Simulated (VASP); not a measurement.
Crystal: GaN.

```
Ga N
1.0
     0.00000    2.10852    2.10852
     2.10852    0.00000    2.10852
     2.10852    2.10852    0.00000
Ga N
1 1
Direct
  0.00000 0.00000 0.00000
  0.50000 0.50000 0.50000
```

Program: VASP 6.6.1. Alike in all runs: task single point; potentials or basis VASP PAW PBE potentials, release 64 (Ga_d, N); no spin polarisation; cell as given; cutoff (eV) 520; smearing gaussian 0.01 eV.

Task: Order these runs on this cell by their band gap on the k mesh, lowest first.
A. level HSE06; k mesh 6 × 6 × 6; grid for exact exchange (PRECFOCK) Normal; share of exact exchange 0.25; screening parameter 0.2079 1/Å
B. level r2SCAN; k mesh 8 × 8 × 8
C. level PBE; k mesh 8 × 8 × 8

Result: C (0.65 eV), B (1.17 eV), A (1.89 eV).

Caveats: some runs use coarse meshes.

A k mesh can miss the band edges.
